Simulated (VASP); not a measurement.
# H: single point with PBE

H:

```
CELL_PARAMETERS angstrom
3.83141 0.00000 0.00000
-1.91570 3.31810 0.00000
0.00000 0.00000 5.02696
ATOMIC_POSITIONS crystal
H 0.33333 0.66667 0.17533
H 0.66667 0.33333 0.67533
H 0.66667 0.33333 0.82467
H 0.33333 0.66667 0.32467
```

This cell differs from its parent crystal: volume scaled by 0.97, then relaxed in part.

* Program: VASP 6.6.1
* Task: single point
* Functional: PBE
* Potentials or basis: VASP PAW PBE potentials, release 64 (H)
* Cutoff: 520 eV
* k mesh: 9 × 9 × 6
* Occupations: gaussian, width 0.02 eV
* Spin: no spin polarisation

The pressure is -0.1 GPa and the largest force is 0.011 eV/Å. The band gap on the k mesh is 9.29 eV, direct.

Forces on the atoms (eV/Å):
```
H    0.000  0.000  0.011
H    0.000  0.000  0.011
H    0.000  0.000 -0.011
H    0.000  0.000 -0.011
```

Levels at points of the mesh, in eV from the valence-band top:
| k point | band 1 | band 2 | band 3 | band 4 | band 5 | band 6 | band 7 |
| --- | --- | --- | --- | --- | --- | --- | --- |
| (0.00, 0.00, 0.00) | -1.44 | 0.00 | 9.29 | 11.99 | 15.04 | 16.53 | 17.22 |
| (0.00, 0.00, 0.50) | -0.79 | -0.79 | 10.36 | 10.36 | 17.16 | 17.16 | 18.35 |

Wall time 38 s on 1 thread of AMD EPYC 7R13, on a shared host, peak memory 0.14 GiB.

 A k mesh can miss the band edges.
